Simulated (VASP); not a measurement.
# C (Pmmn) in VASP: relaxation of cell and atoms with PBE

Aim: the relaxation of cell and atoms of C with PBE.

Program: VASP 6.6.1. These are calculated values, not measurements. Logs are shortened: lines on timing, memory, paths and dates and some standing lists are left out, and cuts for length are marked.

**1. The cell of the first run**

Symmetry: Pmmn, No. 59, orthorhombic system. The conventional cell has a = 2.093 Å, b = 3.146 Å, c = 2.018 Å, α = 90.00°, β = 90.00°, γ = 90.00°. C (site symmetry mm2) has 12 C at 2.01 to 2.31 Å within 2.7 Å.

The cell was generated, and may not be a known phase.

**2. Relaxation of cell and atoms, PBE**

File INCAR:

```
PREC     = Accurate       # precision mode
ENCUT    = 1300           # plane-wave cutoff, eV
EDIFF    = 1E-7           # SCF threshold, eV
ISMEAR   = 0              # smearing method
SIGMA    = 0.1            # smearing width, eV
LREAL    = F              # projectors in reciprocal space
LASPH    = T              # aspherical terms in the spheres
NELM     = 120            # most SCF steps
ALGO     = Normal         # electronic algorithm
ISIF     = 3              # what is computed and relaxed
LWAVE    = F              # write WAVECAR
LCHARG   = F              # write CHGCAR
GGA      = PE             # functional
IBRION   = 2              # ionic algorithm
NSW      = 90             # ionic steps
EDIFFG   = -0.04          # ionic threshold
GGA_COMPAT= F            
NELMIN   = 4
```

File KPOINTS:

```
Automatic mesh
0
Gamma
  8 6 8
```

File POSCAR:

```
C
1.0
    2.0930722400      0.0000000000      0.0000000000
    0.0000000000      3.1455266200      0.0000000000
    0.0000000000      0.0000000000      2.0175486700
C
2
Direct
    0.0000000000      0.0000000000      0.6687917700
    0.5000000000      0.5000000000      0.3312082300
```

Potentials or basis: VASP PAW PBE potentials, release 64 (C_h).

Run with:

```sh
$ cat potpaw_PBE.64/C_h/POTCAR > POTCAR
$ mpirun -np 1 vasp_std > vasp.out
```

OUTCAR:

```text
PREC = Accurate
   ENCUT = 1300
   EDIFF = 1E-7
   ISMEAR = 0
   LREAL = F
   LASPH = T
   NELM = 120
   ISIF = 3
   GGA = PE
   IBRION = 2
   NSW = 90
   EDIFFG = -0.04
   NELMIN = 4

 ion  position               nearest neighbor table
   1  0.000  0.000  0.669-
   2  0.500  0.500  0.331-

  LATTYP: Found a simple orthorhombic cell.
 ALAT       =     2.0175486700
 B/A-ratio  =     1.0374333324
 C/A-ratio  =     1.5590833900

  Lattice vectors:

 A1 = (   0.0000000000,   0.0000000000,   2.0175486700)
 A2 = (   2.0930722400,   0.0000000000,   0.0000000000)
 A3 = (   0.0000000000,   3.1455266200,   0.0000000000)

Analysis of symmetry for initial positions (statically):
=====================================================================
 Subroutine PRICEL returns:
 Original cell was already a primitive cell.

 Routine SETGRP: Setting up the symmetry group for a
 simple orthorhombic supercell.

 Subroutine GETGRP returns: Found  8 space group operations
 (whereof  4 operations were pure point group operations)
 out of a pool of  8 trial point group operations.

The static configuration has the point symmetry C_2v.
 The point group associated with its full space group is D_2h.

Analysis of symmetry for dynamics (positions and initial velocities):
=====================================================================
 Subroutine PRICEL returns:
 Original cell was already a primitive cell.

 Routine SETGRP: Setting up the symmetry group for a
 simple orthorhombic supercell.

 Subroutine GETGRP returns: Found  8 space group operations
 (whereof  4 operations were pure point group operations)
 out of a pool of  8 trial point group operations.

The dynamic configuration has the point symmetry C_2v.
 The point group associated with its full space group is D_2h.

 Subroutine INISYM returns: Found  8 space group operations
 (whereof  4 operations are pure point group operations),
 and found     1 'primitive' translations

----------------------------------------------------------------------------------------

                                     Primitive cell

  volume of cell :      13.2832

  direct lattice vectors                    reciprocal lattice vectors
     2.093072240  0.000000000  0.000000000     0.477766596  0.000000000  0.000000000
     0.000000000  3.145526620  0.000000000     0.000000000  0.317911791  0.000000000
     0.000000000  0.000000000  2.017548670     0.000000000  0.000000000  0.495650992

  length of vectors
     2.093072240  3.145526620  2.017548670     0.477766596  0.317911791  0.495650992

  position of ions in fractional coordinates (direct lattice)
     0.000000000  0.000000000  0.668791770
     0.500000000  0.500000000  0.331208230
[... 105 lines left out ...]
   IVDW    =     0    specifies the selected vdW correction
   LEPSILON=     F    determine dielectric tensor
   LRPA    =     F    only Hartree local field effects (RPA)
 conjugate gradient relaxation of ions
 non-spin polarized calculation
 Gauss-broadening in eV      SIGMA  =   0.10
  energy-cutoff  :     1300.00
  volume of cell :       13.28
 maximum number of plane-waves:      1436
 NGX is ok and might be reduce to    28
   NGX = 13   NGY = 19   NGZ = 11

--------------------------------------- Ionic step        1  -------------------------------------------

 number of electron       8.0000000 magnetization

 Free energy of the ion-electron system (eV)
  ---------------------------------------------------
  ext. energy  EPLUGINS =         0.00000000
  ---------------------------------------------------
  free energy    TOTEN  =       -10.00372635 eV

  energy without entropy =      -10.00039347  energy(sigma->0) =      -10.00205991

------------------------ aborting loop because EDIFF is reached ----------------------------------------

  FORCE on cell =-STRESS in cart. coord.  units (eV):
  Direction    XX          YY          ZZ          XY          YZ          ZX
  --------------------------------------------------------------------------------------
  -------------------------------------------------------------------------------------
  Total       -0.0056536      1.6367311     -1.0399500      0.0000000      0.0000000      0.0000000
  in kB       -0.6819154    197.4178024   -125.4357865      0.0000000      0.0000000      0.0000000
  external PRESSURE =      23.7667002 kB  Pullay stress =       0.0000000 kB
[... 89 lines left out ...]
  FREE ENERGIE OF THE ION-ELECTRON SYSTEM (eV)
  ---------------------------------------------------
  free  energy   TOTEN  =       -11.1547572449 eV

  energy  without entropy=      -11.1525873258  energy(sigma->0) =      -11.15367229

 E-fermi :   9.3291     XC(G=0): -13.0335

 val. band max:        9.3222651337   @ k =   0.2500   0.0000   0.2500
 cond. band min:       9.3434834374   @ k =   0.3750   0.0000   0.1250
 fundamental gap:      0.0212183036
 Fermi energy:         9.3291382775

 k-point     1 :       0.0000    0.0000    0.0000
  band No.  band energies     occupation
      1     -10.2697      2.00000
      2       0.0403      2.00000
      3       0.0675      2.00000
      4      12.3238      0.00000
      5      16.8580      0.00000
      6      17.0644      0.00000
      7      17.9754      0.00000
      8      20.1319      0.00000
[... 243 lines left out ...]
 k-point    24 :       0.3750    0.0000    0.1250
  band No.  band energies     occupation
      1      -5.7731      2.00000
      2       0.7883      2.00000
      3       4.2627      2.00000
      4       4.7327      2.00000
      5       9.3435      0.83924
      6      11.3461      0.00000
      7      16.7534      0.00000
      8      18.6631      0.00000

 [... further k-points ...]

[... ionic steps 4 to 21 ...]

--------------------------------------- Ionic step       22  -------------------------------------------

 number of electron       8.0000000 magnetization

------------------------ aborting loop because EDIFF is reached ----------------------------------------
[... 67 lines left out ...]
--------------------------------------- Ionic step       24  -------------------------------------------

 number of electron       8.0000000 magnetization

 Free energy of the ion-electron system (eV)
  ---------------------------------------------------
  ext. energy  EPLUGINS =         0.00000000
  ---------------------------------------------------
  free energy    TOTEN  =       -12.69684638 eV

  energy without entropy =      -12.69625899  energy(sigma->0) =      -12.69655269

 E-fermi :  12.0939     XC(G=0): -13.9875

 val. band max:       12.0475433354   @ k =   0.3750   0.0000   0.5000
 cond. band min:      12.3625715318   @ k =   0.2500   0.3333   0.2500
 fundamental gap:      0.3150281963
 Fermi energy:        12.0938773438

 k-point     1 :       0.0000    0.0000    0.0000
  band No.  band energies     occupation
      1     -10.0571      2.00000
      2      -1.7917      2.00000
      3       0.2023      2.00000
      4      16.5478      0.00000
      5      17.7741      0.00000
      6      19.8617      0.00000
      7      28.7674      0.00000
      8      32.0534      0.00000
[... 282 lines left out ...]
  FREE ENERGIE OF THE ION-ELECTRON SYSTEM (eV)
  ---------------------------------------------------
  free  energy   TOTEN  =       -12.6968463847 eV

  energy  without entropy=      -12.6962589922  energy(sigma->0) =      -12.69655269

 reached required accuracy - stopping structural energy minimisation
```

Run time: 2.3 min. Hardware: 1 thread of Intel Xeon 6975P-C (Granite Rapids), shared host; peak memory 0.18 GiB.

What came out:

```
Free energy                           : -12.6968 eV
Relaxed volume                        : 5.59 Å³/atom
Relaxed cell                          : a = 1.934 Å, b = 3.653 Å, c = 1.583 Å, α = 90.00°, β = 90.00°, γ = 90.00°
Space group after relaxing (to 0.1 Å) : Cmmm (No. 65)
Energy gained by relaxing             : 1346.6 meV/atom
Ionic steps                           : 24
Pressure after relaxing               : 0.2 GPa
Largest force after relaxing          : 0.040 eV/Å
Band gap on the k mesh                : zero (bands 4 and 5 overlap by 9.18 eV)
```

Forces on the atoms (eV/Å):
```
C    0.000  0.000 -0.040
C    0.000  0.000  0.040
```

Step by step:
| step | energy change (eV) | largest force (eV/Å) | pressure (GPa) | volume (Å³) |
| --- | --- | --- | --- | --- |
| 1 | 0.0000 | 3.0217 | 2.38 | 13.28 |
| 2 | -0.9317 | 2.5767 | -24.48 | 13.46 |
| 3 | -1.1510 | 2.5602 | -33.41 | 13.83 |
| 4 | -1.5642 | 1.0638 | -42.41 | 13.72 |
| 5 | -1.5747 | 0.2512 | -42.36 | 13.65 |
| 6 | -2.0928 | 1.0813 | -28.65 | 12.34 |
| 7 | -2.2852 | 2.2819 | -10.09 | 11.41 |
| 8 | -2.2794 | 1.9894 | 43.57 | 10.55 |
| 9 | -2.4315 | 2.1977 | 10.76 | 10.98 |
| 10 | -2.5889 | 1.1384 | 2.15 | 11.20 |
| 11 | -2.6409 | 0.1263 | -4.52 | 11.42 |
| 12 | -2.6410 | 0.0848 | -4.77 | 11.43 |
| 13 | -2.6491 | 0.0025 | -1.91 | 11.30 |
| 14 | -2.6546 | 0.1609 | 3.43 | 11.07 |
| 15 | -2.6579 | 0.1819 | 4.52 | 11.03 |
| 16 | -2.6641 | 0.2440 | 8.13 | 10.90 |
| 17 | -2.6514 | 0.3499 | 17.22 | 10.65 |
| 18 | -2.6664 | 0.2771 | 10.60 | 10.83 |
| 19 | -2.6780 | 0.2218 | 7.65 | 10.92 |
| 20 | -2.6900 | 0.1085 | 1.72 | 11.12 |
| 21 | -2.6901 | 0.1181 | 2.15 | 11.10 |
| 22 | -2.6925 | 0.0817 | 1.80 | 11.13 |
| 23 | -2.6927 | 0.0705 | 1.71 | 11.14 |
| 24 | -2.6931 | 0.0400 | 0.23 | 11.18 |

Final structure:
```cif
data_structure
_symmetry_space_group_name_H-M 'P 1'
_symmetry_Int_Tables_number 1
_cell_length_a 1.9337
_cell_length_b 3.6529
_cell_length_c 1.5834
_cell_angle_alpha 90.000
_cell_angle_beta 90.000
_cell_angle_gamma 90.000
_cell_volume 11.18
loop_
_atom_site_label
_atom_site_type_symbol
_atom_site_fract_x
_atom_site_fract_y
_atom_site_fract_z
_atom_site_occupancy
C1 C 0.00000 0.00000 0.50129 1
C2 C 0.50000 0.50000 0.49871 1
```

Caveat: the k points lie up to 0.50 Å⁻¹ apart in the final cell, too coarse for converged energies and pressures of a metal; the volume moved by over 15 % at a fixed basis, so the end points are rough.

The gap in the log of VASP goes by the Fermi energy; the results here count the filled bands.